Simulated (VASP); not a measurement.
A run of VASP 6.6.1:

File INCAR:

```
SYSTEM = SrO
  PREC = Accurate
  ENCUT = 520
  EDIFF = 1E-6
  ISMEAR = 0
  SIGMA = 0.05
  LREAL = .False.
  LASPH = .True.
  NELM = 100
  ALGO = Normal
  ISIF = 2
  LWAVE = .False.
  LCHARG = .False.
  GGA = PE
  NBANDS = 24
```

File KPOINTS:

```
Automatic mesh
0
Gamma
  9 9 4
  0 0 0
```

File POSCAR:

```
SrO
1.0
    3.5769478779      0.0000000000      0.0000000000
   -1.7884739390      3.0977277303      0.0000000000
    0.0000000000      0.0000000000      6.2426216355
Sr O
2 2
Direct
    0.3333333333      0.6666666667      0.2508657934
    0.6666666667      0.3333333333      0.7508657934
    0.0000000000      0.0000000000     -0.0047415976
    0.0000000000      0.0000000000      0.4952584024
```

Potentials or basis: VASP PAW PBE potentials, release 64 (Sr_sv, O).

Launch:

```bash
$ cat potpaw_PBE.64/Sr_sv/POTCAR potpaw_PBE.64/O/POTCAR > POTCAR
$ mpirun -np 1 vasp_std > vasp.out
```

Hardware: 1 thread of Intel Xeon 6975P-C (shared host).

Question: Estimate the wall time of this run.

Answer: Wall time 75 s on 1 thread of Intel Xeon 6975P-C, on a shared host, peak memory 0.21 GiB. Counts: scf iterations 14, k points 36.
